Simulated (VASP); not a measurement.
# Ta (Im-3m) in VASP: further runs

Ta is run at these levels: HSE06, PBE0, PBE-based screened hybrid with 25 % exact exchange+U, r2SCAN50; tasks: single point, relaxation of cell and atoms.

Everything below comes from runs of VASP 6.6.1. Logs are shortened: lines on timing, memory, paths and dates and some standing lists are left out, and cuts for length are marked.

## (1) The cell of the first run

The structure is cubic, space group Im-3m (No. 229). Conventional cell: a = 3.280 Å, b = 3.280 Å, c = 3.280 Å, α = 90.00°, β = 90.00°, γ = 90.00°. Within 3.7 Å of Ta (site symmetry m-3m) lie 14 Ta at 2.84 to 3.28 Å.

## (2) Single point, HSE06

Input file POSCAR:

```
Ta
1.0
   -1.6401972500      1.6401972500      1.6401972500
    1.6401972500     -1.6401972500      1.6401972500
    1.6401972500      1.6401972500     -1.6401972500
Ta
1
Direct
    0.0000000000      0.0000000000      0.0000000000
```

Input file INCAR.step1:

```
SYSTEM = Ta
PREC = Accurate
ENCUT = 400
EDIFF = 1E-5
ISMEAR = -1
SIGMA = 0.05
LREAL = .False.
LASPH = .True.
NELM = 120
ALGO = Normal
ISIF = 2
LWAVE = .True.
LCHARG = .False.
GGA = PE
NBANDS = 12
GGA_COMPAT = .False.
```

Input file INCAR.step2:

```
SYSTEM = Ta
PREC = Accurate
ENCUT = 400
EDIFF = 1E-6
ISMEAR = -1
SIGMA = 0.05
LREAL = .False.
LASPH = .True.
NELM = 120
ALGO = Normal
ISIF = 2
LWAVE = .False.
LCHARG = .False.
GGA = PE
LHFCALC = .True.
HFSCREEN = 0.2079
PRECFOCK = Normal
ISTART = 1
NBANDS = 12
GGA_COMPAT = .False.
```

Input file KPOINTS:

```
regular mesh
0
Gamma
  6 6 6
  0 0 0
```

Potentials or basis: VASP PAW PBE potentials, release 64 (Ta_sv_GW).

Command:

```bash
$ cat potpaw_PBE.64/Ta_sv_GW/POTCAR > POTCAR
$ cp INCAR.step1 INCAR
$ mpirun -np 1 vasp_std > vasp.out
$ cp INCAR.step2 INCAR
$ mpirun -np 1 vasp_std > vasp.out
```

OUTCAR:

```text
SYSTEM = Ta
   PREC = Accurate
   ENCUT = 400
   EDIFF = 1E-6
   ISMEAR = -1
   LREAL = .False.
   LASPH = .True.
   NELM = 120
   ISIF = 2
   GGA = PE
   LHFCALC = .True.
   HFSCREEN = 0.2079
   PRECFOCK = Normal
   ISTART = 1

 ion  position               nearest neighbor table
   1  0.000  0.000  0.000-

  LATTYP: Found a body centered cubic cell.
 ALAT       =     3.2803945000

  Lattice vectors:

 A1 = (  -1.6401972500,   1.6401972500,   1.6401972500)
 A2 = (   1.6401972500,  -1.6401972500,   1.6401972500)
 A3 = (   1.6401972500,   1.6401972500,  -1.6401972500)

Analysis of symmetry for initial positions (statically):
=====================================================================
 Subroutine PRICEL returns:
 Original cell was already a primitive cell.

 Routine SETGRP: Setting up the symmetry group for a
 body centered cubic supercell.

 Subroutine GETGRP returns: Found 48 space group operations
 (whereof 48 operations were pure point group operations)
 out of a pool of 48 trial point group operations.

The static configuration has the point symmetry O_h .

Analysis of symmetry for dynamics (positions and initial velocities):
=====================================================================
 Subroutine PRICEL returns:
 Original cell was already a primitive cell.

 Routine SETGRP: Setting up the symmetry group for a
 body centered cubic supercell.

 Subroutine GETGRP returns: Found 48 space group operations
 (whereof 48 operations were pure point group operations)
 out of a pool of 48 trial point group operations.

The dynamic configuration has the point symmetry O_h .

 Subroutine INISYM returns: Found 48 space group operations
 (whereof 48 operations are pure point group operations),
 and found     1 'primitive' translations

----------------------------------------------------------------------------------------

                                     Primitive cell

  volume of cell :      17.6501

  direct lattice vectors                    reciprocal lattice vectors
    -1.640197250  1.640197250  1.640197250     0.000000000  0.304841384  0.304841384
     1.640197250 -1.640197250  1.640197250     0.304841384  0.000000000  0.304841384
     1.640197250  1.640197250 -1.640197250     0.304841384  0.304841384  0.000000000

  length of vectors
     2.840904971  2.840904971  2.840904971     0.431110820  0.431110820  0.431110820

  position of ions in fractional coordinates (direct lattice)
     0.000000000  0.000000000  0.000000000

  ion indices of the primitive-cell ions
   primitive index   ion index
                 1           1

----------------------------------------------------------------------------------------

 KPOINTS: regular mesh

Automatic generation of k-mesh.
 Grid dimensions read from file:
 generate k-points for:    6    6    6

 Generating k-lattice:

  Cartesian coordinates                     Fractional coordinates (reciprocal lattice)
     0.000000000  0.050806897  0.050806897     0.166666667  0.000000000  0.000000000
     0.050806897  0.000000000  0.050806897     0.000000000  0.166666667  0.000000000
     0.050806897  0.050806897  0.000000000     0.000000000  0.000000000  0.166666667

  Length of vectors
     0.071851803  0.071851803  0.071851803

  Shift w.r.t. Gamma in fractional coordinates (k-lattice)
     0.000000000  0.000000000  0.000000000

 Subroutine IBZKPT returns following result:
 ===========================================

 Found     16 irreducible k-points:

 Following reciprocal coordinates:
            Coordinates               Weight
  0.000000  0.000000  0.000000      1.000000
  0.166667  0.000000  0.000000     12.000000
  0.333333  0.000000  0.000000     12.000000
  0.500000  0.000000  0.000000      6.000000
  0.166667  0.166667  0.000000     24.000000
  0.333333  0.166667  0.000000     48.000000
[... 8 lines left out ...]
  0.500000  0.500000  0.333333     12.000000
  0.500000  0.500000  0.500000      1.000000
   k-points           NKPTS =     16   k-points in BZ     NKDIM =    216   number of bands    NBANDS=     12
   number of dos      NEDOS =    301   number of ions     NIONS =      1
   total plane-waves  NPLWV =   8000
   dimension x,y,z NGX =    20 NGY =   20 NGZ =   20
   dimension x,y,z NGXF=    40 NGYF=   40 NGZF=   40
   ions per type =               1
   NGX,Y,Z   is equivalent  to a cutoff of  11.70, 11.70, 11.70 a.u.
   NGXF,Y,Z  is equivalent  to a cutoff of  23.41, 23.41, 23.41 a.u.
 SYSTEM =  Ta
   PREC   = accura    normal or accurate (medium, high low for compatibility)
   ISTART =      1    job   : 0-new  1-cont  2-samecut
   ICHARG =      0    charge: 1-file 2-atom 10-const
   ISPIN  =      1    spin polarized calculation?
   LNONCOLLINEAR =      F non collinear calculations
   LSORBIT =      F    spin-orbit coupling
   LASPH  =      T    aspherical Exc in radial PAW
   ENCUT  =  400.0 eV  29.40 Ry    5.42 a.u.   4.63  4.63  4.63*2*pi/ulx,y,z
   NELM   =    120;   NELMIN=  2; NELMDL=  0     # of ELM steps
   EDIFF  = 0.1E-05   stopping-criterion for ELM
   LREAL  =      F    real-space projection
   EDIFFG = 0.1E-04   stopping-criterion for IOM
   NSW    =      0    number of steps for IOM
   IBRION =     -1    ionic relax: 0-MD 1-quasi-New 2-CG
   NFREE  =      0    steps in history (QN), initial steepest desc. (CG)
   ISIF   =      2    stress and relaxation
   ISYM   =      3    0-nonsym 1-usesym 2-fastsym
   POTIM  = 0.5000    time-step for ionic-motion
   TEBEG  =    0.0;   TEEND  =   0.0 temperature during run
   PSTRESS=    0.0 pullay stress
   NELECT =      13.0000    total number of electrons
   NUPDOWN=      -1.0000    fix difference up-down
   EMIN   =  10.00;   EMAX   =-10.00  energy-range for DOS
   EFERMI =   0.00;   METHOD = LEGACY
   ISMEAR =    -1;   SIGMA  =   0.05  broadening in eV -4-tet -1-fermi 0-gaus
   EFERMI_NEDOS =   21; number of points for ismear=-14 and -15
   IALGO  =     38    algorithm
   IMIX   =      1    mixing-type and parameters
     AMIX     =   0.40;   BMIX     =  1.00
     AMIX_MAG =   1.60;   BMIX_MAG =  1.00
  volume/ion in A,a.u.               =      17.65       119.11
  Fermi-wavevector in a.u.,A,eV,Ry     =   1.478450  2.793865 29.739796  2.185813
  Thomas-Fermi vector in A             =   2.592729
   LORBIT       =      0    0 simple, 1 ext, 2 COOP (PROOUT), +10 PAW based schemes
   GGA     = PE    functional components
   LHFCALC =     T    Hartree Fock is set to
   PRECFOCK=normal    Normal, Fast or Accurate (Low or Medium for compatibility)
   ENCUT4O =  -1.0   cutoff for four orbital integrals eV
   NKREDX  =     1    reduce k-point grid by
   NKREDY  =     1    reduce k-point grid by
   NKREDZ  =     1    reduce k-point grid by
   AEXX    =    0.2500 exact exchange contribution
   HFSCREEN=    0.2079 screening length (either q_TF or 0.3 A-1)
   HFSCREENC=   0.2079 screening length for correlation (either q_TF or 0.3 A-1)
   ENCUTFOCK=  -1.0 apply spherical cutoff to Coloumb kernel
   IVDW    =     0    specifies the selected vdW correction
   LEPSILON=     F    determine dielectric tensor
   LRPA    =     F    only Hartree local field effects (RPA)
 non-spin polarized calculation
  energy-cutoff  :      400.00
  volume of cell :       17.65
 maximum number of plane-waves:       329
 NGX is ok and might be reduce to    20
  NGX = 14; NGY = 14; NGZ = 14

 number of electron      13.0000004 magnetization

 Free energy of the ion-electron system (eV)
  ---------------------------------------------------
  ext. energy  EPLUGINS =         0.00000000
  ---------------------------------------------------
  free energy    TOTEN  =       -15.66414782 eV

  energy without entropy =      -15.64648677  energy(sigma->0) =      -15.65531730

 E-fermi :  10.4051     XC(G=0): -10.7144

 val. band max:       10.3380215425   @ k =  -0.3333   0.5000   0.1667
 cond. band min:      10.4749360266   @ k =   0.3333   0.0000   0.0000
 fundamental gap:      0.1369144842
 Fermi energy:        10.4050924598

 k-point     1 :       0.0000    0.0000    0.0000
  band No.  band energies     occupation
      1     -60.5321      2.00000
      2     -24.8508      2.00000
      3     -24.8508      2.00000
      4     -24.8508      2.00000
      5       1.4416      2.00000
      6      11.7376      0.00000
      7      11.7376      0.00000
      8      11.7376      0.00000
      9      15.4477      0.00000
     10      15.4477      0.00000
     11      26.1516      0.00000
     12      26.1516      0.00000

 k-point     2 :       0.1667    0.0000    0.0000
  band No.  band energies     occupation
      1     -60.4965      2.00000
      2     -25.2304      2.00000
      3     -24.9629      2.00000
      4     -24.8531      2.00000
      5       2.7599      2.00000
      6      10.8215      0.00048
      7      11.1651      0.00000
      8      13.0332      0.00000
      9      14.6434      0.00000
     10      15.4442      0.00000
     11      26.9947      0.00000
     12      28.3254      0.00000

 k-point     3 :       0.3333    0.0000    0.0000
  band No.  band energies     occupation
      1     -60.4213      2.00000
      2     -25.9341      2.00000
      3     -25.1798      2.00000
      4     -24.8563      2.00000
      5       5.0774      2.00000
      6       9.3463      2.00000
      7      10.4749      0.39663
      8      15.1486      0.00000
      9      15.8592      0.00000
     10      16.4964      0.00000
     11      25.0623      0.00000
     12      26.4038      0.00000
[... 166 lines left out ...]
 k-point    15 :       0.5000    0.5000    0.3333
  band No.  band energies     occupation
      1     -60.3035      2.00000
      2     -25.9189      2.00000
      3     -25.6767      2.00000
      4     -25.5794      2.00000
      5       6.7758      2.00000
      6       7.0591      2.00000
      7      14.0416      0.00000
      8      14.0768      0.00000
      9      18.6439      0.00000
     10      19.9663      0.00000
     11      22.1381      0.00000
     12      24.0268      0.00000

 k-point    16 :       0.5000    0.5000    0.5000
  band No.  band energies     occupation
      1     -60.2723      2.00000
      2     -25.7982      2.00000
      3     -25.7982      2.00000
      4     -25.7982      2.00000
      5       6.0543      2.00000
      6       6.0543      2.00000
      7      18.3966      0.00000
      8      18.3966      0.00000
      9      18.3966      0.00000
     10      20.0905      0.00000
     11      20.0905      0.00000
     12      20.0905      0.00000

------------------------ aborting loop because EDIFF is reached ----------------------------------------

  FORCE on cell =-STRESS in cart. coord.  units (eV):
  Direction    XX          YY          ZZ          XY          YZ          ZX
  --------------------------------------------------------------------------------------
  -------------------------------------------------------------------------------------
  Total        0.4850829      0.4850829      0.4850829     -0.0000000     -0.0000000      0.0000000
  in kB       44.0330059     44.0330059     44.0330059     -0.0000000     -0.0000000      0.0000000
  external PRESSURE =      44.0330059 kB  Pullay stress =       0.0000000 kB

 VOLUME and BASIS-vectors are now :
 -----------------------------------------------------------------------------
  energy-cutoff  :      400.00
  volume of cell :       17.65
      direct lattice vectors                 reciprocal lattice vectors
    -1.640197250  1.640197250  1.640197250     0.000000000  0.304841384  0.304841384
     1.640197250 -1.640197250  1.640197250     0.304841384  0.000000000  0.304841384
     1.640197250  1.640197250 -1.640197250     0.304841384  0.304841384  0.000000000

 POSITION                                       TOTAL-FORCE (eV/Angst)
 -----------------------------------------------------------------------------------
      0.00000      0.00000      0.00000         0.000000     -0.000000      0.000000
 -----------------------------------------------------------------------------------
    total drift:                                0.000000     -0.000001     -0.000003

  FREE ENERGIE OF THE ION-ELECTRON SYSTEM (eV)
  ---------------------------------------------------
  free  energy   TOTEN  =       -15.6641478249 eV

  energy  without entropy=      -15.6464867738  energy(sigma->0) =      -15.65531730
```

Wall time 3.3 min (1 thread of Intel Xeon 6975P-C (Granite Rapids), shared host); peak memory 0.22 GiB.

Results:

| Property | Result |
| --- | --- |
| Free energy | -15.6641 eV |
| Pressure | 4.4 GPa |
| Band gap on the k mesh | zero (an odd number of electrons rules out a gap without spin polarisation) |

Levels at points of the mesh, in eV from the Fermi level:
```
           k point  band 3  band 4  band 5  band 6  band 7  band 8  band 9  band 10
(0.00, 0.00, 0.00)  -35.26  -35.26   -8.96    1.33    1.33    1.33    5.04     5.04
(0.50, 0.00, 0.00)  -35.69  -35.26   -4.97   -1.68    1.68    4.90    5.99     9.04
(0.50, 0.50, 0.50)  -36.20  -36.20   -4.35   -4.35    7.99    7.99    7.99     9.69
```

Caveat: the k points lie up to 0.45 Å⁻¹ apart, too coarse for converged energies and pressures of a metal; the PAW data sets were made with another functional, which shifts forces and pressure a little; spin-orbit coupling is left out, which moves the levels of the heavy elements.

(Part 1 of 2 ends here.)

The gap in the log of VASP goes by the Fermi energy; the results here count the filled bands.